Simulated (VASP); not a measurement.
# Ni (Fm-3m) in VASP: a series of runs

Ni is run at these levels: r2SCAN+rVV10, PBE, revPBE+D3(BJ); tasks: single point, relaxation of cell and atoms.

Everything below comes from runs of VASP 6.6.1. Logs are shortened: lines on timing, memory, paths and dates and some standing lists are left out, and cuts for length are marked.

## 1. The cell of the first run

It takes space group Fm-3m (No. 225, cubic). The conventional cell has a = 3.467 Å, b = 3.467 Å, c = 3.467 Å, α = 90.00°, β = 90.00°, γ = 90.00°. Ni (site symmetry m-3m) has 12 Ni at 2.45 Å within 3.2 Å.

## 2. Single point, r2SCAN+rVV10, collinear spin, ferromagnetic start

Input file POSCAR:

```
Ni
1.0
    2.4516451324      0.0000000000      0.0000000000
    1.2258225662      2.1231869657      0.0000000000
    1.2258225662      0.7077289886      2.0017598682
Ni
1
Direct
    0.0000000000      0.0000000000      0.0000000000
```

Input file INCAR.step1:

```
PREC = Accurate
ENCUT = 520
ISMEAR = 1
SIGMA = 0.1
LREAL = F
LASPH = T
NELM = 150
ISPIN = 2
MAGMOM = 1.5
LMAXMIX = 4
NBANDS = 15
GGA = PE
ALGO = Normal
EDIFF = 1E-4
LWAVE = T
LCHARG = F
```

Input file INCAR.step2:

```
PREC = Accurate
ENCUT = 520
EDIFF = 1E-7
ISMEAR = 1
SIGMA = 0.1
LREAL = F
LASPH = T
NELM = 150
ALGO = Normal
ISIF = 2
LWAVE = F
LCHARG = T
ISPIN = 2
MAGMOM = 1.5
LORBIT = 11
LMAXMIX = 4
METAGGA = R2SCAN
LMIXTAU = T
LUSE_VDW = T
IVDW_NL = 2
BPARAM = 11.95
CPARAM = 0.0093
LELF = T
LVHAR = T
NBANDS = 15
ISTART = 1
```

Input file KPOINTS:

```
regular mesh
0
Gamma
  14 14 14
```

Potentials or basis: VASP PAW PBE potentials, release 64 (Ni).

Launch:

```bash
$ cat potpaw_PBE.64/Ni/POTCAR > POTCAR
$ cp INCAR.step1 INCAR
$ mpirun -np 1 vasp_std > vasp.out
$ cp INCAR.step2 INCAR
$ mpirun -np 1 vasp_std > vasp.out
```

OUTCAR:

```text
PREC = Accurate
   ENCUT = 520
   EDIFF = 1E-7
   ISMEAR = 1
   LREAL = F
   LASPH = T
   NELM = 150
   ISIF = 2
   ISPIN = 2
   LORBIT = 11
   METAGGA = R2SCAN
   IVDW_NL = 2
   BPARAM = 11.95
   ISTART = 1

 ion  position               nearest neighbor table
   1  0.000  0.000  0.000-

  LATTYP: Found a face centered cubic cell.
 ALAT       =     3.4671497963

  Lattice vectors:

 A1 = (   2.4516451324,   0.0000000000,   0.0000000000)
 A2 = (   1.2258225662,   2.1231869657,   0.0000000000)
 A3 = (   1.2258225662,   0.7077289886,   2.0017598682)

Analysis of symmetry for initial positions (statically):
=====================================================================
 Subroutine PRICEL returns:
 Original cell was already a primitive cell.

 Routine SETGRP: Setting up the symmetry group for a
 face centered cubic supercell.

 Subroutine GETGRP returns: Found 48 space group operations
 (whereof 48 operations were pure point group operations)
 out of a pool of 48 trial point group operations.

The static configuration has the point symmetry O_h .

Analysis of symmetry for dynamics (positions and initial velocities):
=====================================================================
 Subroutine PRICEL returns:
 Original cell was already a primitive cell.

 Routine SETGRP: Setting up the symmetry group for a
 face centered cubic supercell.

 Subroutine GETGRP returns: Found 48 space group operations
 (whereof 48 operations were pure point group operations)
 out of a pool of 48 trial point group operations.

The dynamic configuration has the point symmetry O_h .

Analysis of structural, dynamic, and magnetic symmetry:
=====================================================================
 Subroutine PRICEL returns:
 Original cell was already a primitive cell.

 Routine SETGRP: Setting up the symmetry group for a
 face centered cubic supercell.

 Subroutine GETGRP returns: Found 48 space group operations
 (whereof 48 operations were pure point group operations)
 out of a pool of 48 trial point group operations.

The overall configuration has the point symmetry O_h .

 Subroutine INISYM returns: Found 48 space group operations
 (whereof 48 operations are pure point group operations),
 and found     1 'primitive' translations

----------------------------------------------------------------------------------------

                                     Primitive cell

  volume of cell :      10.4198

  direct lattice vectors                    reciprocal lattice vectors
     2.451645132  0.000000000  0.000000000     0.407889375 -0.235495040 -0.166520140
     1.225822566  2.123186966  0.000000000     0.000000000  0.470990081 -0.166520140
     1.225822566  0.707728989  2.001759868     0.000000000  0.000000000  0.499560420

  length of vectors
     2.451645132  2.451645132  2.451645132     0.499560420  0.499560420  0.499560420

  position of ions in fractional coordinates (direct lattice)
     0.000000000  0.000000000  0.000000000

  ion indices of the primitive-cell ions
   primitive index   ion index
                 1           1

----------------------------------------------------------------------------------------

 KPOINTS: regular mesh

Automatic generation of k-mesh.
 Grid dimensions read from file:
 generate k-points for:   14   14   14

 Generating k-lattice:

  Cartesian coordinates                     Fractional coordinates (reciprocal lattice)
     0.029134955 -0.016821074 -0.011894296     0.071428571  0.000000000 -0.000000000
     0.000000000  0.033642149 -0.011894296     0.000000000  0.071428571  0.000000000
     0.000000000  0.000000000  0.035682887     0.000000000  0.000000000  0.071428571

  Length of vectors
     0.035682887  0.035682887  0.035682887

  Shift w.r.t. Gamma in fractional coordinates (k-lattice)
     0.000000000  0.000000000  0.000000000

 Subroutine IBZKPT returns following result:
 ===========================================

 Found    104 irreducible k-points:

 Following reciprocal coordinates:
            Coordinates               Weight
[... 42 lines left out ...]
  ---------------------------------------------------
  free energy    TOTEN  =       -11.70204072 eV

  energy without entropy =      -11.70231498  energy(sigma->0) =      -11.70213214

 E-fermi :   9.9462     XC(G=0): -14.7133

 val. band max:        9.8921160028   @ k =  -0.2857   0.0714  -0.0000
 cond. band min:       9.9503764844   @ k =   0.5000   0.3571   0.1429
 fundamental gap:      0.0582604816
 Fermi energy:         9.9462116794

 spin component 1

 k-point     1 :       0.0000    0.0000    0.0000
  band No.  band energies     occupation
      1       0.1886      1.00000
      2       6.8460      1.00000
      3       6.8461      1.00000
      4       6.8461      1.00000
      5       8.2104      1.00000
      6       8.2104      1.00000
      7      34.8384      0.00000
      8      39.3272      0.00000
      9      39.3272      0.00000
     10      39.3277      0.00000
     11      42.0937      0.00000
     12      42.0937      0.00000
     13      42.0938      0.00000
     14      45.4434      0.00000
     15      51.8406      0.00000
[... 397 lines left out ...]
 k-point    24 :       0.2857    0.1429   -0.0000
  band No.  band energies     occupation
      1       2.9921      1.00000
      2       6.1527      1.00000
      3       7.1610      1.00000
      4       7.4006      1.00000
      5       8.1321      1.00000
      6       8.5428      1.00000
      7      26.3383      0.00000
      8      32.3188      0.00000
      9      32.7783      0.00000
     10      35.8708      0.00000
     11      41.5223      0.00000
     12      45.3449      0.00000
     13      47.4803      0.00000
     14      49.6657      0.00000
     15      52.0625      0.00000

 [... further k-points ...]

 spin component 2

 k-point     1 :       0.0000    0.0000    0.0000
  band No.  band energies     occupation
      1      -0.0697      1.00000
      2       8.2149      1.00000
      3       8.2149      1.00000
      4       8.2149      1.00000
      5       9.0010      1.00000
      6       9.0010      1.00000
      7      34.5828      0.00000
      8      39.4446      0.00000
      9      39.4448      0.00000
     10      39.4448      0.00000
     11      42.4064      0.00000
     12      42.4064      0.00000
     13      42.4064      0.00000
     14      45.5257      0.00000
     15      53.0730      0.00000
[... 397 lines left out ...]
 k-point    24 :       0.2857    0.1429   -0.0000
  band No.  band energies     occupation
      1       2.8140      1.00000
      2       7.3428      1.00000
      3       8.1147      1.00000
      4       8.6197      1.00000
      5       9.2803      1.00000
      6       9.5456      1.00000
      7      26.5537      0.00000
      8      32.5406      0.00000
      9      32.7852      0.00000
     10      36.0513      0.00000
     11      41.8953      0.00000
     12      45.5193      0.00000
     13      47.7131      0.00000
     14      50.0533      0.00000
     15      54.6622      0.00000

 [... further k-points ...]
[... 5 lines left out ...]
  --------------------------------------------------------------------------------------
  -------------------------------------------------------------------------------------
  Total        0.0520837      0.0520837      0.0520837     -0.0000000      0.0000000      0.0000000
  in kB        8.0085700      8.0085700      8.0085700     -0.0000000      0.0000000      0.0000000
  external PRESSURE =       8.0085700 kB  Pullay stress =       0.0000000 kB

 VOLUME and BASIS-vectors are now :
 -----------------------------------------------------------------------------
  energy-cutoff  :      520.00
  volume of cell :       10.42
      direct lattice vectors                 reciprocal lattice vectors
     2.451645132  0.000000000  0.000000000     0.407889375 -0.235495040 -0.166520140
     1.225822566  2.123186966  0.000000000     0.000000000  0.470990081 -0.166520140
     1.225822566  0.707728989  2.001759868     0.000000000  0.000000000  0.499560420

 POSITION                                       TOTAL-FORCE (eV/Angst)
 -----------------------------------------------------------------------------------
      0.00000      0.00000      0.00000         0.000000      0.000000      0.000000
 -----------------------------------------------------------------------------------
    total drift:                               -0.000000      0.000000     -0.000000

  FREE ENERGIE OF THE ION-ELECTRON SYSTEM (eV)
  ---------------------------------------------------
  free  energy   TOTEN  =       -11.7020407189 eV

  energy  without entropy=      -11.7023149796  energy(sigma->0) =      -11.70213214

 total charge

# of ion       s       p       d       tot
------------------------------------------
    1        0.536   0.562   8.327   9.424

 magnetization (x)

# of ion       s       p       d       tot
------------------------------------------
    1       -0.009  -0.045   0.822   0.769
```

Run time: 75 s. Hardware: 1 thread of Intel Xeon 6975P-C (Granite Rapids), shared host; peak memory 0.16 GiB.

What came out:

| Property | Result |
| --- | --- |
| Free energy | -11.7020 eV |
| Pressure | 0.8 GPa |
| Net moment | 0.75 μB per cell |
| Site moments | Ni +0.77 μB |
| Valence electrons inside the program's atomic spheres | Ni 9.42 |

Levels at points of the mesh, in eV from the Fermi level:
Spin up:
| k point | band 2 | band 3 | band 4 | band 5 | band 6 | band 7 | band 8 | band 9 |
| --- | --- | --- | --- | --- | --- | --- | --- | --- |
| (0.00, 0.00, 0.00) | -3.10 | -3.10 | -3.10 | -1.74 | -1.74 | 24.89 | 29.38 | 29.38 |
| (0.50, 0.00, 0.00) | -3.02 | -3.02 | -1.10 | -1.10 | -0.52 | 5.92 | 23.31 | 26.38 |
| (0.50, 0.50, 0.00) | -4.99 | -1.01 | -1.01 | -0.98 | 2.48 | 9.70 | 15.79 | 15.79 |
Spin down:
```
           k point  band 2  band 3  band 4  band 5  band 6  band 7
(0.00, 0.00, 0.00)   -1.73   -1.73   -1.73   -0.95   -0.95   24.64
(0.50, 0.00, 0.00)   -2.07   -2.07   -0.75    0.19    0.19    6.64
(0.50, 0.50, 0.00)   -3.93   -0.15    0.57    0.57    2.22   10.06
```

Caveat: the PAW data sets were made with another functional, which shifts forces and pressure a little.

## 3. Relaxation of cell and atoms, PBE, collinear spin, ferromagnetic start

This run uses another cell than the first one, of 10.94 Å³/atom.

Input file INCAR:

```
ALGO = Normal ; EDIFF = 1E-6
EDIFFG = -0.03 ; ENCUT = 600
GGA = PE ; IBRION = 2
ISIF = 3 ; ISMEAR = 1
ISPIN = 2 ; LASPH = True
LCHARG = False ; LMAXMIX = 4
LORBIT = 11 ; LREAL = False
LWAVE = False ; MAGMOM = 1.5
NELM = 150 ; NSW = 80
PREC = Accurate ; SIGMA = 0.1
```

Input file KPOINTS:

```
k-points
0
Gamma
  14 14 14
```

Input file POSCAR:

```
Ni
1.0
    2.4917520000      0.0000000000      0.0000000000
    1.2458760000      2.1579205319      0.0000000000
    1.2458760000      0.7193068440      2.0345069885
Ni
1
Direct
    0.0000000000      0.0000000000      0.0000000000
```

Potentials or basis: VASP PAW PBE potentials, release 64 (Ni).

Launch:

```bash
$ cat potpaw_PBE.64/Ni/POTCAR > POTCAR
$ mpirun -np 1 vasp_std > vasp.out
```

Run time: 26 s. Hardware: 1 thread of Intel Xeon 6975P-C (Granite Rapids), shared host; peak memory 0.14 GiB.

It converged, with:

```
Free energy                                           : -5.4664 eV
Relaxed volume                                        : 10.86 Å³/atom
Relaxed cell                                          : a = 2.486 Å, b = 2.486 Å, c = 2.486 Å, α = 60.00°, β = 60.00°, γ = 60.00°
Space group after relaxing (to 0.1 Å)                 : Fm-3m (No. 225)
Energy gained by relaxing                             : 0.3 meV/atom
Ionic steps                                           : 3
Pressure after relaxing                               : 0.0 GPa
Net moment                                            : 0.58 μB per cell
Site moments                                          : Ni +0.60 μB
Valence electrons inside the program's atomic spheres : Ni 9.31
```

The path:
```csv
step,energy change (eV),largest force (eV/Å),pressure (GPa),volume (Å³)
1,0.0000,0.0000,-1.31,10.94
2,-0.0001,0.0000,1.23,10.80
3,-0.0003,0.0000,0.03,10.86
```

Final structure:
```xyz
1
Lattice="2.4860 0.0000 0.0000 1.2430 2.1529 0.0000 1.2430 0.7176 2.0298" Properties=species:S:1:pos:R:3 pbc="T T T"
Ni    0.0000    0.0000    0.0000
```

Levels at points of the mesh, in eV from the Fermi level:
Spin up:
```csv
k point,band 3,band 4,band 5,band 6,band 7,band 8
"(0.00, 0.00, 0.00)",-2.42,-2.42,-1.24,-1.24,23.74,27.61
"(0.50, 0.00, 0.00)",-2.40,-0.58,-0.58,-0.29,5.68,22.22
"(0.50, 0.50, 0.00)",-0.53,-0.46,-0.46,2.45,9.24,14.84
```
Spin down:
```
           k point  band 3  band 4  band 5  band 6  band 7  band 8
(0.00, 0.00, 0.00)   -1.71   -1.71   -0.70   -0.70   23.57   27.58
(0.50, 0.00, 0.00)   -1.83   -0.37    0.13    0.13    6.08   22.07
(0.50, 0.50, 0.00)    0.04    0.37    0.37    2.40    9.46   14.84
```

## 4. Relaxation of cell and atoms, revPBE+D3(BJ), collinear spin, ferromagnetic start

This run uses another cell than the first one, of 10.94 Å³/atom.

Input file INCAR:

```
SYSTEM = Ni
PREC = Accurate
ENCUT = 600
EDIFF = 1E-6
ISMEAR = 1
SIGMA = 0.1
LREAL = .False.
LASPH = .True.
NELM = 150
ALGO = Normal
ISIF = 3
LWAVE = .False.
LCHARG = .False.
ISPIN = 2
MAGMOM = 1.5
LORBIT = 11
LMAXMIX = 4
GGA = RE
IVDW = 12
IBRION = 2
NSW = 80
EDIFFG = -0.03
```

Input file KPOINTS:

```
Automatic mesh
0
Gamma
  14 14 14
  0 0 0
```

POSCAR is that of step 3.

Launch:

```bash
$ cat potpaw_PBE.64/Ni/POTCAR > POTCAR
$ mpirun -np 1 vasp_std > vasp.out
```

Run time: 38 s. Hardware: 1 thread of Intel Xeon 6975P-C (Granite Rapids), shared host; peak memory 0.16 GiB.

The run converged. Its results:

```yaml
Free_energy: -5.9637 eV
Relaxed_volume: 10.36 Å³/atom
Relaxed_cell: a = 2.447 Å, b = 2.447 Å, c = 2.447 Å, α = 60.00°, β = 60.00°, γ = 60.00°
Space_group_after_relaxing_to_0.1_Å: Fm-3m (No. 225)
Energy_gained_by_relaxing: 20.3 meV/atom
Ionic_steps: 3
Pressure_after_relaxing: 0.0 GPa
Net_moment: 0.57 μB per cell
Site_moments: Ni +0.57 μB
Valence_electrons_inside_the_program's_atomic_spheres: Ni 9.40
Dispersion_energy_per_atom: -0.939 eV
```

The path:
| step | energy change (eV) | largest force (eV/Å) | pressure (GPa) | volume (Å³) |
| --- | --- | --- | --- | --- |
| 1 | 0.0000 | 0.0000 | -10.41 | 10.94 |
| 2 | -0.0017 | 0.0000 | 12.55 | 9.85 |
| 3 | -0.0203 | 0.0000 | -0.03 | 10.36 |

Final structure:
```
Ni
1.0
     2.44677    0.00000    0.00000
     1.22339    2.11897    0.00000
     1.22339    0.70632    1.99778
Ni
1
Cartesian
  0.0000 0.0000 0.0000
```

Levels at points of the mesh, in eV from the Fermi level:
Spin up:
| k point | band 3 | band 4 | band 5 | band 6 | band 7 | band 8 |
| --- | --- | --- | --- | --- | --- | --- |
| (0.00, 0.00, 0.00) | -2.54 | -2.54 | -1.28 | -1.28 | 24.11 | 28.41 |
| (0.50, 0.00, 0.00) | -2.53 | -0.57 | -0.57 | -0.38 | 6.05 | 22.57 |
| (0.50, 0.50, 0.00) | -0.52 | -0.43 | -0.43 | 2.49 | 9.68 | 15.32 |
Spin down:
```
           k point  band 1  band 2  band 3  band 4  band 5  band 6  band 7  band 8  band 9  band 10
(0.00, 0.00, 0.00)   -9.41   -1.84   -1.84   -1.84   -0.75   -0.75   23.93   28.36   28.36    28.36
(0.50, 0.00, 0.00)   -4.70   -1.96   -1.96   -0.47    0.13    0.13    6.44   22.41   25.65    25.65
(0.50, 0.50, 0.00)   -4.64   -3.87    0.04    0.39    0.39    2.42    9.89   15.30   15.30    20.48
```

Caveat: the PAW data sets were made with another functional, which shifts forces and pressure a little.

## 5. Relaxation of cell and atoms, r2SCAN+rVV10, collinear spin, ferromagnetic start

This run uses another cell than the first one, of 10.94 Å³/atom.

POSCAR is that of step 4.

Input file INCAR.step1:

```
PREC = Accurate ; ENCUT = 600
ISMEAR = 1 ; SIGMA = 0.1
LREAL = False ; LASPH = True
NELM = 150 ; ISPIN = 2
MAGMOM = 1.5 ; LMAXMIX = 4
GGA = PE ; ALGO = Normal
EDIFF = 1E-4 ; LWAVE = True
LCHARG = False
```

Input file INCAR.step2:

```
PREC = Accurate ; ENCUT = 600
EDIFF = 1E-6 ; ISMEAR = 1
SIGMA = 0.1 ; LREAL = False
LASPH = True ; NELM = 150
ALGO = Normal ; ISIF = 3
LWAVE = False ; LCHARG = False
ISPIN = 2 ; MAGMOM = 1.5
LORBIT = 11 ; LMAXMIX = 4
METAGGA = R2SCAN ; LMIXTAU = True
LUSE_VDW = True ; IVDW_NL = 2
BPARAM = 11.95 ; CPARAM = 0.0093
IBRION = 2 ; NSW = 80
EDIFFG = -0.03 ; ISTART = 1
```

Input file KPOINTS:

```
regular mesh
0
Gamma
  14 14 14
```

Launch:

```bash
$ cat potpaw_PBE.64/Ni/POTCAR > POTCAR
$ cp INCAR.step1 INCAR
$ mpirun -np 1 vasp_std > vasp.out
$ cp INCAR.step2 INCAR
$ mpirun -np 1 vasp_std > vasp.out
```

It took 3.3 min on 1 thread of Intel Xeon 6975P-C (Granite Rapids), shared host; peak memory 0.21 GiB.

It converged, with:

```
Free energy                                           : -11.7031 eV
Relaxed volume                                        : 10.45 Å³/atom
Relaxed cell                                          : a = 2.454 Å, b = 2.454 Å, c = 2.454 Å, α = 60.00°, β = 60.00°, γ = 60.00°
Space group after relaxing (to 0.1 Å)                 : Fm-3m (No. 225)
Energy gained by relaxing                             : 14.9 meV/atom
Ionic steps                                           : 3
Pressure after relaxing                               : -0.2 GPa
Net moment                                            : 0.75 μB per cell
Site moments                                          : Ni +0.77 μB
Valence electrons inside the program's atomic spheres : Ni 9.42
```

The path:
| step | energy change (eV) | largest force (eV/Å) | pressure (GPa) | volume (Å³) |
| --- | --- | --- | --- | --- |
| 1 | 0.0000 | 0.0000 | -9.29 | 10.94 |
| 2 | 0.0024 | 0.0000 | 11.86 | 9.97 |
| 3 | -0.0149 | 0.0000 | -0.22 | 10.45 |

Final structure:
```
Ni
1.0
     2.45435    0.00000    0.00000
     1.22718    2.12553    0.00000
     1.22718    0.70851    2.00397
Ni
1
Direct
  0.00000 0.00000 0.00000
```

Levels at points of the mesh, in eV from the Fermi level:
Spin up:
```csv
k point,band 1,band 2,band 3,band 4,band 5,band 6,band 7,band 8,band 9,band 10
"(0.00, 0.00, 0.00)",-9.73,-3.09,-3.09,-3.09,-1.73,-1.73,24.86,29.32,29.32,29.32
"(0.50, 0.00, 0.00)",-5.55,-3.01,-3.01,-1.10,-1.10,-0.52,5.89,23.28,26.32,26.32
"(0.50, 0.50, 0.00)",-5.35,-4.97,-1.01,-1.01,-0.98,2.47,9.67,15.76,15.76,20.55
```
Spin down:
| k point | band 2 | band 3 | band 4 | band 5 | band 6 | band 7 |
| --- | --- | --- | --- | --- | --- | --- |
| (0.00, 0.00, 0.00) | -1.72 | -1.72 | -1.72 | -0.94 | -0.94 | 24.61 |
| (0.50, 0.00, 0.00) | -2.07 | -2.07 | -0.74 | 0.19 | 0.19 | 6.62 |
| (0.50, 0.50, 0.00) | -3.91 | -0.15 | 0.57 | 0.57 | 2.22 | 10.03 |

Caveat: the PAW data sets were made with another functional, which shifts forces and pressure a little.

## 6. Overview

```tsv
task	level	cell	cutoff (eV)	gap on the mesh (eV)	pressure (GPa)	moment (μB)	relaxed volume (Å³/atom)
single point	r2SCAN+rVV10	a = 2.452 Å, angles 60.0°, 1 atom	520	none	0.8	0.75	-
relaxation of cell and atoms	PBE	relaxed from a = 2.492 Å, angles 60.0°, 1 atom	600	none	0.0	0.58	10.86
relaxation of cell and atoms	revPBE+D3(BJ)	relaxed from a = 2.492 Å, angles 60.0°, 1 atom	600	none	0.0	0.57	10.36
relaxation of cell and atoms	r2SCAN+rVV10	relaxed from a = 2.492 Å, angles 60.0°, 1 atom	600	none	-0.2	0.75	10.45
```

Alike in all rows: potentials or basis VASP PAW PBE potentials, release 64 (Ni); spin collinear, ferromagnetic start; k mesh 14 × 14 × 14; smearing methfessel-paxton 0.1 eV.

Caveats: the PAW data sets were made with another functional, which shifts forces and pressure a little (at least some runs).

Absolute energies hang on the potentials; compare differences alone.
